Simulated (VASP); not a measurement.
Crystal: Sb.

```
Sb
1.0
     0.00000    3.24481    3.24481
     3.24481    0.00000    3.24481
     3.24481    3.24481    0.00000
Sb
2
Direct
  0.50000 0.50000 0.50000
  0.75000 0.75000 0.75000
```

```yaml
Program: VASP 6.6.1
Task: relaxation of cell and atoms
Functional: r2SCAN
Potentials_or_basis: VASP PAW PBE potentials, release 64 (Sb)
Cutoff: 600 eV
k_mesh: 4 × 4 × 4
Occupations: gaussian, width 0.1 eV
Spin: no spin polarisation
```

At the start: pressure 8.5 GPa; volume 34.16 Å³/atom.

How do energy, volume and symmetry change on relaxing?

Over 4 steps the energy falls by 148.6 meV/atom and the volume is 40.98 Å³/atom (+20.0 %); space group Fd-3m (No. 227, to 0.05 Å).

Step by step:
```tsv
step	energy change (eV)	largest force (eV/Å)	pressure (GPa)	volume (Å³)
1	0.0000	0.0000	8.52	68.33
2	-0.2548	0.0000	-2.16	87.90
3	-0.2969	0.0000	0.23	81.40
4	-0.2972	0.0000	-0.01	81.97
```

Final structure:
```cif
data_structure
_symmetry_space_group_name_H-M 'P 1'
_symmetry_Int_Tables_number 1
_cell_length_a 4.8759
_cell_length_b 4.8759
_cell_length_c 4.8759
_cell_angle_alpha 60.000
_cell_angle_beta 60.000
_cell_angle_gamma 60.000
_cell_volume 81.97
loop_
_atom_site_label
_atom_site_type_symbol
_atom_site_fract_x
_atom_site_fract_y
_atom_site_fract_z
_atom_site_occupancy
Sb1 Sb 0.50000 0.50000 0.50000 1
Sb2 Sb 0.75000 0.75000 0.75000 1
```

Caveat: the k points lie up to 0.39 Å⁻¹ apart in the final cell; the volume moved by over 15 % at a fixed basis, so the end points are rough; the PAW data sets were made with another functional, which shifts forces and pressure a little.
